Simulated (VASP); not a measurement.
Input of a VASP 6.6.1 run:

The input INCAR:

```
ALGO     = Fast           # electronic algorithm
EDIFF    = 1E-6           # SCF threshold, eV
EDIFFG   = -0.01          # ionic threshold
ENCUT    = 600            # plane-wave cutoff, eV
GGA      = PE             # functional
IBRION   = 2              # ionic algorithm
ISIF     = 3              # what is computed and relaxed
ISMEAR   = 0              # smearing method
LASPH    = T              # aspherical terms in the spheres
LCHARG   = F              # write CHGCAR
LREAL    = F              # projectors in reciprocal space
LWAVE    = F              # write WAVECAR
NELM     = 60             # most SCF steps
NSW      = 100            # ionic steps
PREC     = Accurate       # precision mode
SIGMA    = 0.1            # smearing width, eV
```

File KPOINTS:

```
k-points
0
Gamma
  12 12 18
```

Contents of POSCAR:

```
Ga2Mo
1.0
    4.4789591768      0.0000000000      0.0000000000
   -2.2394795884      3.8788924296      0.0000000000
    0.0000000000      0.0000000000      2.6538949674
Ga Mo
2 1
Direct
    0.3333333333      0.6666666667      0.5000000000
    0.6666666667      0.3333333333      0.5000000000
    0.0000000000      0.0000000000      0.0000000000
```

Potentials or basis: VASP PAW PBE potentials, release 64 (Ga_d, Mo_sv).

Launch:

```console
$ cat potpaw_PBE.64/Ga_d/POTCAR potpaw_PBE.64/Mo_sv/POTCAR > POTCAR
$ mpirun -np 1 vasp_std > vasp.out
```

(1) What does it give for the band gap on the k mesh?

## Answers

(1) zero (band 20 reaches 10.51 eV, above the bottom of band 21 at 7.99 eV).
